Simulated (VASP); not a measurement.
Write the native input for VASP 6.6.1 that does the following.

```
Task                   : single point
Functional             : r2SCAN
Potentials or basis    : VASP PAW PBE potentials, release 64 (Cu, O)
Cutoff                 : 520 eV
k mesh                 : 10 × 10 × 5
Occupations            : fermi-dirac, width 0.05 eV
Spin                   : no spin polarisation
Dipole correction      : no
Further INCAR settings : ALGO = Normal; EDIFF = 1e-07; NBANDS = 25
```

The system is CuO.

```xyz
4
Lattice="2.3102 -1.6882 0.0000 2.3102 1.6882 0.0000 -0.8385 0.0000 4.9895" Properties=species:S:1:pos:R:3 pbc="T T T"
Cu    0.7358   -0.8441    2.4948
Cu    1.1551    0.8441    0.0000
O     1.6813    0.2755    3.7421
O     2.1006   -0.2755    1.2474
```

These files were run (other wordings do the same):

POSCAR

```
CuO
1.0
    2.3101994985     -1.6881714891      0.0000000000
    2.3101994985      1.6881714891      0.0000000000
   -0.8385391614      0.0000000000      4.9895114286
Cu O
2 2
Direct
    0.5000000000      0.0000000000      0.5000000000
    0.0000000000      0.5000000000      0.0000000000
    0.4184000000      0.5816000000      0.7500000000
    0.5816000000      0.4184000000      0.2500000000
```

INCAR.step1

```
SYSTEM = CuO
ALGO = Normal
EDIFF = 1E-4
ENCUT = 520
GGA = PE
ISMEAR = -1
LASPH = .True.
LCHARG = .False.
LREAL = .False.
LWAVE = .True.
NBANDS = 25
NELM = 100
PREC = Accurate
SIGMA = 0.05
```

INCAR.step2

```
SYSTEM = CuO
ALGO = Normal
EDIFF = 1E-7
ENCUT = 520
ISIF = 2
ISMEAR = -1
ISTART = 1
LASPH = .True.
LCHARG = .False.
LMIXTAU = .True.
LREAL = .False.
LWAVE = .False.
METAGGA = R2SCAN
NBANDS = 25
NELM = 100
PREC = Accurate
SIGMA = 0.05
```

KPOINTS

```
k-points
0
Gamma
  10 10 5
  0 0 0
```

Potentials or basis: VASP PAW PBE potentials, release 64 (Cu, O).

The run is started by

```console
$ cat potpaw_PBE.64/Cu/POTCAR potpaw_PBE.64/O/POTCAR > POTCAR
$ cp INCAR.step1 INCAR
$ mpirun -np 1 vasp_std > vasp.out
$ cp INCAR.step2 INCAR
$ mpirun -np 1 vasp_std > vasp.out
```

Results of the run:

The pressure is 8.0 GPa and the largest force is 0.100 eV/Å. The band gap on the k mesh is zero (bands 17 and 18 overlap by 0.59 eV).

Caveat: the cell stands under pressure; the PAW data sets were made with another functional, which shifts forces and pressure a little; semilocal functionals often make such compounds metallic where correlation or magnetic order opens a gap, which also shifts bond lengths.

Run time: 5.2 min on 1 thread of Intel(R) Xeon(R) Platinum 8488C (Sapphire Rapids), on a shared host, peak memory 0.25 GiB.
